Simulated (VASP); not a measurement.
Te:

```
Te
1.0
     4.47101    0.00000    0.00000
    -2.23550    3.87200    0.00000
     0.00000    0.00000    5.94899
Te
3
Direct
  0.26420 0.00000 0.33333
  0.00000 0.26420 0.66667
  0.73580 0.73580 0.00000
```

Base run:

| Property | Result |
| --- | --- |
| Program | VASP 6.6.1 |
| Functional | LDA |
| Potentials or basis | VASP PAW LDA potentials, release 64 (Te) |
| Cutoff | 520 eV |
| k mesh | 6 × 6 × 4 |
| Occupations | gaussian, width 0.01 eV |
| Spin | no spin polarisation |

Its results: band gap on the k mesh 0.10 eV; pressure -1.8 GPa.

The run is repeated on the same cell with these changes: functional from LDA to r2SCAN; potentials or basis from VASP PAW LDA potentials, release 64 (Te) to VASP PAW PBE potentials, release 64 (Te). What comes out?

Band gap on the k mesh 0.33 eV; pressure 0.9 GPa.

Caveats: semilocal functionals underestimate gaps, and a narrow one can read as zero; spin-orbit coupling is left out, which moves the levels of the heavy elements; the PAW data sets were made with another functional, which shifts forces and pressure a little (at least some runs).

A k mesh can miss the band edges.
